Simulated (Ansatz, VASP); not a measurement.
## TiSb2Se2 in VASP and in Ansatz

```
Ti Sb Se
1.0
     5.25174    0.00000    0.00000
     0.00000    5.25174    0.00000
     0.00000    0.00000    8.37193
Ti Sb Se
1 2 2
Direct
  0.00000 0.00000 0.00000
  0.50000 0.00000 0.00000
  0.00000 0.50000 0.00000
  0.00000 0.00000 0.71581
  0.00000 0.00000 0.28419
```

Alike in both runs: functional PBE; k mesh 4 × 4 × 2; occupations gaussian, width 0.1 eV; collinear spin.

Ansatz relaxed the structure, and its values are those at the end. VASP's run is a single point on that final structure, the one shown.

|  | VASP | Ansatz |
| --- | --- | --- |
| version | VASP 6.6.1 | Ansatz 0.2.0 |
| potentials or method | VASP PAW PBE potentials, release 64 (Ti_sv, Sb, Se), cutoff 520 eV | scalar-relativistic, plane waves, PAW |
| valence electrons in the cell | 34 | 74 |

|  | VASP | Ansatz | Ansatz less VASP |
| --- | --- | --- | --- |
| gap on the k mesh at the Fermi level (eV) | none | none | - |
| pressure (GPa) | 0.1 | 0.2 | +0.07 |
| rms of the force components (eV/Å) | 0.010 | 0.012 | +0.0016 |
| net moment per atom (μB) | 0.00 | 0.00 | 0.000 |

A gap of «none» marks a metal or a gap that the smearing closes. The functional is the same, so the differences come from potentials, cutoffs and numerics. VASP's potentials hold 34 valence electrons a cell and Ansatz's 74, so a difference there can come from the potentials and not from the codes. Ansatz's warnings: seeded moment not kept.

The k mesh is coarse, so the values compare programs but aren't converged. Neither program's run includes spin-orbit coupling.
